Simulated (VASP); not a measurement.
# Sb in VASP: a series of runs

The runs below take Sb through single point, with PBEsol.

All numbers are computed with VASP 6.6.1; they aren't measurements. Logs are shortened: lines on timing, memory, paths and dates and some standing lists are left out, and cuts for length are marked.

### Step 1. The cell of the first run

The typed cell holds 1 atom: a = 3.344 Å, b = 3.378 Å, c = 3.358 Å, α = 109.68°, β = 110.35°, γ = 107.70°.

### Step 2. Single point, PBEsol (the cell strained at random)

Contents of INCAR:

```
SYSTEM = Sb
PREC = Accurate
ENCUT = 520
EDIFF = 1E-7
ISMEAR = 0
SIGMA = 0.1
LREAL = .False.
LASPH = .True.
NELM = 60
ALGO = Normal
ISIF = 2
LWAVE = .False.
LCHARG = .False.
GGA = PS
NBANDS = 8
```

Contents of KPOINTS:

```
regular mesh
0
Gamma
  14 14 14
  0 0 0
```

Contents of POSCAR:

```
Sb
1.0
   -1.9159536530      1.9079630274      1.9682950576
    1.9483278504     -1.9047817479      1.9974879754
    1.9309618069      1.9197899018     -1.9651137781
Sb
1
Direct
    0.0000000000      0.0000000000      0.0000000000
```

Potentials or basis: VASP PAW PBE potentials, release 64 (Sb).

On the command line:

```
$ cat potpaw_PBE.64/Sb/POTCAR > POTCAR
$ mpirun -np 1 vasp_std > vasp.out
```

OUTCAR:

```text
SYSTEM = Sb
   PREC = Accurate
   ENCUT = 520
   EDIFF = 1E-7
   ISMEAR = 0
   LREAL = .False.
   LASPH = .True.
   NELM = 60
   ISIF = 2
   GGA = PS

 ion  position               nearest neighbor table
   1  0.000  0.000  0.000-

  LATTYP: Found a triclinic cell.
 ALAT       =     8.6249341027
 B/A-ratio  =     0.6294167686
 C/A-ratio  =     0.3893313865
 COS(alpha) =     0.0046487691
 COS(beta)  =     0.2603637532
 COS(gamma) =     0.9483777885

  Lattice vectors:

 A1 = (   7.7435711607,  -3.7977366214,   0.0615671151)
 A2 = (   3.8642815034,  -3.8127447753,   0.0291929178)
 A3 = (   1.9309618069,   1.9197899018,  -1.9651137781)

Analysis of symmetry for initial positions (statically):
=====================================================================
 Subroutine PRICEL returns:
 Original cell was already a primitive cell.

 Routine SETGRP: Setting up the symmetry group for a
 triclinic supercell.

 Subroutine GETGRP returns: Found  2 space group operations
 (whereof  2 operations were pure point group operations)
 out of a pool of  2 trial point group operations.

The static configuration has the point symmetry S_2 .

Analysis of symmetry for dynamics (positions and initial velocities):
=====================================================================
 Subroutine PRICEL returns:
 Original cell was already a primitive cell.

 Routine SETGRP: Setting up the symmetry group for a
 triclinic supercell.

 Subroutine GETGRP returns: Found  2 space group operations
 (whereof  2 operations were pure point group operations)
 out of a pool of  2 trial point group operations.

The dynamic configuration has the point symmetry S_2 .

 Subroutine INISYM returns: Found  2 space group operations
 (whereof  2 operations are pure point group operations),
 and found     1 'primitive' translations

----------------------------------------------------------------------------------------

                                     Primitive cell

  volume of cell :      29.4414

  direct lattice vectors                    reciprocal lattice vectors
    -1.915953653  1.907963027  1.968295058    -0.003112772  0.261052670  0.251973011
     1.948327850 -1.904781748  1.997487975     0.255696897 -0.001210392  0.250070632
     1.930961807  1.919789902 -1.965113778     0.256791556  0.260244949 -0.002305051

  length of vectors
     3.344456121  3.378480891  3.357957553     0.362834100  0.357655825  0.365615440

  position of ions in fractional coordinates (direct lattice)
     0.000000000  0.000000000  0.000000000

  ion indices of the primitive-cell ions
   primitive index   ion index
                 1           1

----------------------------------------------------------------------------------------

 KPOINTS: regular mesh

Automatic generation of k-mesh.
 Grid dimensions read from file:
 generate k-points for:   14   14   14

 Generating k-lattice:

  Cartesian coordinates                     Fractional coordinates (reciprocal lattice)
    -0.000222341  0.018646619  0.017998072     0.071428571  0.000000000  0.000000000
     0.018264064 -0.000086457  0.017862188    -0.000000000  0.071428571  0.000000000
     0.018342254  0.018588925 -0.000164647    -0.000000000 -0.000000000  0.071428571

  Length of vectors
     0.025916721  0.025546845  0.026115389

  Shift w.r.t. Gamma in fractional coordinates (k-lattice)
     0.000000000  0.000000000  0.000000000

 Subroutine IBZKPT returns following result:
 ===========================================

 Found   1376 irreducible k-points:

 Following reciprocal coordinates:
            Coordinates               Weight
  0.000000  0.000000  0.000000      1.000000
  0.071429 -0.000000  0.000000      2.000000
  0.142857 -0.000000  0.000000      2.000000
  0.214286 -0.000000  0.000000      2.000000
  0.285714 -0.000000  0.000000      2.000000
  0.357143 -0.000000  0.000000      2.000000
[... 16 lines left out ...]
  0.000000  0.142857  0.000000      2.000000
  0.071429  0.142857  0.000000      2.000000
 [... further k-points ...]
   k-points           NKPTS =   1376   k-points in BZ     NKDIM =   1376   number of bands    NBANDS=      8
   number of dos      NEDOS =    301   number of ions     NIONS =      1
   total plane-waves  NPLWV =  21952
   dimension x,y,z NGX =    28 NGY =   28 NGZ =   28
   dimension x,y,z NGXF=    56 NGYF=   56 NGZF=   56
   ions per type =               1
   NGX,Y,Z   is equivalent  to a cutoff of  13.92, 13.78, 13.86 a.u.
   NGXF,Y,Z  is equivalent  to a cutoff of  27.84, 27.56, 27.72 a.u.
 SYSTEM =  Sb
   PREC   = accura    normal or accurate (medium, high low for compatibility)
   ISTART =      0    job   : 0-new  1-cont  2-samecut
   ICHARG =      2    charge: 1-file 2-atom 10-const
   ISPIN  =      1    spin polarized calculation?
   LNONCOLLINEAR =      F non collinear calculations
   LSORBIT =      F    spin-orbit coupling
   LASPH  =      T    aspherical Exc in radial PAW
   ENCUT  =  520.0 eV  38.22 Ry    6.18 a.u.   6.22  6.28  6.24*2*pi/ulx,y,z
   NELM   =     60;   NELMIN=  2; NELMDL= -5     # of ELM steps
   EDIFF  = 0.1E-06   stopping-criterion for ELM
   LREAL  =      F    real-space projection
   EDIFFG = 0.1E-05   stopping-criterion for IOM
   NSW    =      0    number of steps for IOM
   IBRION =     -1    ionic relax: 0-MD 1-quasi-New 2-CG
   NFREE  =      0    steps in history (QN), initial steepest desc. (CG)
   ISIF   =      2    stress and relaxation
   ISYM   =      2    0-nonsym 1-usesym 2-fastsym
   POTIM  = 0.5000    time-step for ionic-motion
   TEBEG  =    0.0;   TEEND  =   0.0 temperature during run
   PSTRESS=    0.0 pullay stress
   NELECT =       5.0000    total number of electrons
   NUPDOWN=      -1.0000    fix difference up-down
   EMIN   =  10.00;   EMAX   =-10.00  energy-range for DOS
   EFERMI =   0.00;   METHOD = LEGACY
   ISMEAR =     0;   SIGMA  =   0.10  broadening in eV -4-tet -1-fermi 0-gaus
   EFERMI_NEDOS =   21; number of points for ismear=-14 and -15
   IALGO  =     38    algorithm
   IMIX   =      4    mixing-type and parameters
     AMIX     =   0.40;   BMIX     =  1.00
     AMIX_MAG =   1.60;   BMIX_MAG =  1.00
  volume/ion in A,a.u.               =      29.44       198.68
  Fermi-wavevector in a.u.,A,eV,Ry     =   0.906592  1.713211 11.182756  0.821909
  Thomas-Fermi vector in A             =   2.030298
   LORBIT       =      0    0 simple, 1 ext, 2 COOP (PROOUT), +10 PAW based schemes
   GGA     = PS    functional components
   LHFCALC =     F    Hartree Fock is set to
   AEXX    =    0.0000 exact exchange contribution
   IVDW    =     0    specifies the selected vdW correction
   LEPSILON=     F    determine dielectric tensor
   LRPA    =     F    only Hartree local field effects (RPA)
 non-spin polarized calculation
 Gauss-broadening in eV      SIGMA  =   0.10
  energy-cutoff  :      520.00
  volume of cell :       29.44
 maximum number of plane-waves:       807
 NGX is ok and might be reduce to    28
   NGX = 13   NGY = 13   NGZ = 13

 number of electron       5.0000000 magnetization

 Free energy of the ion-electron system (eV)
  ---------------------------------------------------
  ext. energy  EPLUGINS =         0.00000000
  ---------------------------------------------------
  free energy    TOTEN  =        -4.30642712 eV

  energy without entropy =       -4.30342651  energy(sigma->0) =       -4.30492682

 E-fermi :   7.1540     XC(G=0):  -9.9508

 val. band max:        7.1467948374   @ k =  -0.4286   0.2143   0.3571
 cond. band min:       7.1544038906   @ k =  -0.2857   0.2857   0.4286
 fundamental gap:      0.0076090533
 Fermi energy:         7.1539848313

 k-point     1 :       0.0000    0.0000    0.0000
  band No.  band energies     occupation
      1      -5.0117      2.00000
      2      11.8210      0.00000
      3      12.0483      0.00000
      4      12.1232      0.00000
      5      17.1419      0.00000
      6      17.3971      0.00000
      7      17.7384      0.00000
      8      18.3899      0.00000

 k-point     2 :       0.0714   -0.0000    0.0000
  band No.  band energies     occupation
      1      -4.9145      2.00000
      2      11.2101      0.00000
      3      11.7150      0.00000
      4      11.9541      0.00000
      5      16.7987      0.00000
      6      16.8814      0.00000
      7      17.8511      0.00000
      8      18.2736      0.00000

 k-point     3 :       0.1429   -0.0000    0.0000
  band No.  band energies     occupation
      1      -4.6242      2.00000
      2       9.5658      0.00000
      3      11.0457      0.00000
      4      11.7472      0.00000
      5      15.7680      0.00000
      6      16.0828      0.00000
      7      18.0269      0.00000
      8      18.4796      0.00000

 k-point     4 :       0.2143   -0.0000    0.0000
  band No.  band energies     occupation
      1      -4.1468      2.00000
      2       7.6540      0.00000
      3      10.3094      0.00000
      4      11.4607      0.00000
      5      14.8763      0.00000
      6      15.3720      0.00000
      7      18.0259      0.00000
      8      18.8679      0.00000

 k-point     5 :       0.2857   -0.0000    0.0000
  band No.  band energies     occupation
      1      -3.4969      2.00000
      2       5.7726      2.00000
      3       9.6511      0.00000
      4      11.1522      0.00000
      5      14.1943      0.00000
      6      14.8068      0.00000
      7      18.3513      0.00000
      8      19.4249      0.00000

 k-point     6 :       0.3571   -0.0000    0.0000
  band No.  band energies     occupation
      1      -2.7141      2.00000
      2       4.0668      2.00000
      3       9.1452      0.00000
      4      10.8852      0.00000
      5      13.7159      0.00000
      6      14.4002      0.00000
      7      18.9291      0.00000
      8      20.1444      0.00000

 k-point     7 :       0.4286   -0.0000    0.0000
  band No.  band energies     occupation
      1      -1.9225      2.00000
      2       2.7075      2.00000
      3       8.8295      0.00000
      4      10.7073      0.00000
      5      13.4326      0.00000
      6      14.1556      0.00000
      7      19.6564      0.00000
      8      20.9873      0.00000

 k-point     8 :       0.5000   -0.0000    0.0000
  band No.  band energies     occupation
      1      -1.5178      2.00000
      2       2.1115      2.00000
      3       8.7224      0.00000
      4      10.6451      0.00000
      5      13.3388      0.00000
      6      14.0740      0.00000
      7      20.1575      0.00000
      8      21.3487      0.00000

 k-point     9 :       0.0000    0.0714    0.0000
  band No.  band energies     occupation
      1      -4.9178      2.00000
      2      11.0401      0.00000
      3      11.7949      0.00000
      4      12.0453      0.00000
      5      16.7492      0.00000
      6      16.9814      0.00000
      7      18.0235      0.00000
      8      18.2885      0.00000

 k-point    10 :       0.0714    0.0714    0.0000
  band No.  band energies     occupation
      1      -4.7306      2.00000
      2      10.0340      0.00000
      3      11.2346      0.00000
      4      11.7377      0.00000
      5      16.3474      0.00000
      6      16.4215      0.00000
      7      17.8755      0.00000
      8      18.3697      0.00000
[... 78 lines left out ...]
 k-point    18 :      -0.3571    0.0714   -0.0000
  band No.  band energies     occupation
      1      -3.0233      2.00000
      2       4.8595      2.00000
      3       9.0135      0.00000
      4      10.6557      0.00000
      5      14.2941      0.00000
      6      15.0103      0.00000
      7      17.8738      0.00000
      8      20.7160      0.00000

 k-point    19 :      -0.2857    0.0714   -0.0000
  band No.  band energies     occupation
      1      -3.7494      2.00000
      2       6.6191      2.00000
      3       9.6750      0.00000
      4      10.9803      0.00000
      5      14.8113      0.00000
      6      15.3403      0.00000
      7      17.5388      0.00000
      8      19.8626      0.00000

 k-point    20 :      -0.2143    0.0714   -0.0000
  band No.  band energies     occupation
      1      -4.3202      2.00000
      2       8.4582      0.00000
      3      10.4740      0.00000
      4      11.3231      0.00000
      5      15.4860      0.00000
      6      15.7699      0.00000
      7      17.5316      0.00000
      8      18.5581      0.00000

 k-point    21 :      -0.1429    0.0714   -0.0000
  band No.  band energies     occupation
      1      -4.7108      2.00000
      2      10.1769      0.00000
      3      11.2253      0.00000
      4      11.6488      0.00000
      5      16.1960      0.00000
      6      16.3199      0.00000
      7      17.7002      0.00000
      8      17.8448      0.00000

 k-point    22 :      -0.0714    0.0714    0.0000
  band No.  band energies     occupation
      1      -4.9111      2.00000
      2      11.3429      0.00000
      3      11.6062      0.00000
      4      11.9237      0.00000
      5      16.6771      0.00000
      6      16.9759      0.00000
      7      17.6892      0.00000
      8      18.3219      0.00000

 k-point    23 :       0.0000    0.1429    0.0000
  band No.  band energies     occupation
      1      -4.6375      2.00000
      2       9.3495      0.00000
      3      11.1802      0.00000
      4      11.8736      0.00000
      5      15.8374      0.00000
      6      16.2221      0.00000
      7      18.0870      0.00000
      8      18.4744      0.00000

 k-point    24 :       0.0714    0.1429    0.0000
  band No.  band energies     occupation
      1      -4.3631      2.00000
      2       8.3592      0.00000
      3      10.4296      0.00000
      4      11.4459      0.00000
      5      15.6397      0.00000
      6      16.1003      0.00000
      7      17.8259      0.00000
      8      19.2001      0.00000

 [... further k-points ...]
[... 5 lines left out ...]
  --------------------------------------------------------------------------------------
  -------------------------------------------------------------------------------------
  Total       -1.1941590     -1.1792260     -1.3324715     -0.0295990     -0.0071180     -0.0771143
  in kB      -64.9851509    -64.1725059    -72.5119990     -1.6107519     -0.3873542     -4.1964971
  external PRESSURE =     -67.2232186 kB  Pullay stress =       0.0000000 kB

 VOLUME and BASIS-vectors are now :
 -----------------------------------------------------------------------------
  energy-cutoff  :      520.00
  volume of cell :       29.44
      direct lattice vectors                 reciprocal lattice vectors
    -1.915953653  1.907963027  1.968295058    -0.003112772  0.261052670  0.251973011
     1.948327850 -1.904781748  1.997487975     0.255696897 -0.001210392  0.250070632
     1.930961807  1.919789902 -1.965113778     0.256791556  0.260244949 -0.002305051

 POSITION                                       TOTAL-FORCE (eV/Angst)
 -----------------------------------------------------------------------------------
      0.00000      0.00000      0.00000         0.000000      0.000000      0.000000
 -----------------------------------------------------------------------------------
    total drift:                                0.000000      0.000000      0.000000

  FREE ENERGIE OF THE ION-ELECTRON SYSTEM (eV)
  ---------------------------------------------------
  free  energy   TOTEN  =        -4.3064271192 eV

  energy  without entropy=       -4.3034265112  energy(sigma->0) =       -4.30492682
```

Run time: 2 min. Hardware: 1 thread of Intel Xeon Platinum 8559C (Emerald Rapids), shared host; peak memory 0.42 GiB.

Results:

```
Free energy : -4.3064 eV
Pressure    : -6.7 GPa
```

Stress tensor (GPa, compression positive):
```
-6.50 -0.16 -0.42
-0.16 -6.42 -0.04
-0.42 -0.04 -7.25
```

Caveat: the cell differs from its parent crystal (the cell strained at random); the PAW data sets were made with another functional, which shifts forces and pressure a little; spin-orbit coupling is left out, which moves the levels of the heavy elements.

### Step 3. Single point, PBEsol

This run uses another cell than the first one, of 26.21 Å³/atom, 0.890 times its volume.

Contents of INCAR:

```
  ALGO = Normal
  EDIFF = 1E-6
  ENCUT = 500
  GGA = PS
  GGA_COMPAT = F
  ISIF = 2
  ISMEAR = 0
  LASPH = T
  LCHARG = F
  LREAL = F
  LWAVE = F
  NBANDS = 8
  NELM = 120
  PREC = Accurate
  SIGMA = 0.1
```

Contents of KPOINTS:

```
k-points
0
Gamma
  6 6 6
```

Contents of POSCAR:

```
Sb
1.0
   -1.8713408863      1.8713408863      1.8713408863
    1.8713408863     -1.8713408863      1.8713408863
    1.8713408863      1.8713408863     -1.8713408863
Sb
1
Direct
    0.0000000000      0.0000000000      0.0000000000
```

Potentials or basis: VASP PAW PBE potentials, release 64 (Sb).

On the command line:

```
$ cat potpaw_PBE.64/Sb/POTCAR > POTCAR
$ mpirun -np 1 vasp_std > vasp.out
```

Wall time 2.8 s (1 thread of Intel Xeon Platinum 8259CL at 2.50GHz (Skylake/Cascade Lake), shared host); peak memory 0.13 GiB.

Results (log left out):

```yaml
Free_energy: -4.3264 eV
Pressure: 0.6 GPa
```

Levels at points of the mesh, in eV from the Fermi level:
```csv
k point,band 1,band 2,band 3,band 4,band 5,band 6,band 7
"(0.00, 0.00, 0.00)",-12.61,6.16,6.16,6.16,11.17,11.17,11.17
"(0.50, 0.00, 0.00)",-8.40,-5.31,2.21,4.28,6.97,7.44,14.39
"(0.50, 0.50, 0.50)",-5.01,-1.60,-1.60,-1.60,3.36,3.36,18.27
```

Caveat: the k points lie up to 0.40 Å⁻¹ apart; the PAW data sets were made with another functional, which shifts forces and pressure a little; spin-orbit coupling is left out, which moves the levels of the heavy elements.
